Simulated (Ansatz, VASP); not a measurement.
**TaN: VASP beside Ansatz**

```
Ta N
1.0
     3.05000   -0.03050   -0.03050
    -1.55141    2.65663   -0.01116
    -0.04940   -0.04940    4.94000
Ta N
2 2
Direct
  0.33333 0.66667 0.00000
  0.66667 0.33333 0.50000
  0.33333 0.66667 0.38500
  0.66667 0.33333 0.88500
```

Change from the starting cell: equal xy, yz and zx shear strains of -2 %.

Alike in both runs: task single point; functional PBEsol; k mesh 9 × 9 × 5; occupations fermi-dirac, width 0.01 eV; no spin polarisation.

|  | VASP | Ansatz |
| --- | --- | --- |
| version | VASP 6.6.1 | Ansatz 0.2.0 |
| potentials or method | VASP PAW PBE potentials, release 64 (Ta_pv, N), cutoff 520 eV | all-electron LAPW, scalar-relativistic |

|  | VASP | Ansatz | Ansatz less VASP |
| --- | --- | --- | --- |
| pressure (GPa) | 129.8 | 124.0 | -5.81 |
| traceless stress, the component that is largest in VASP (GPa) | -17.30 | -16.60 | +0.705 |
| rms of the force components (eV/Å) | 1.447 | 1.409 | -0.0383 |

VASP's potentials were made for PBE, not for PBEsol. Atom by atom the forces differ by 0.040 eV/Å (rms over components). Both programs put the cell under a high pressure, so it lies far from rest at this level. Ansatz ran all-electron here, and VASP with PAW potentials.

Spin-orbit coupling is off throughout. Noted on VASP's run: the cell as given lies far from equilibrium.
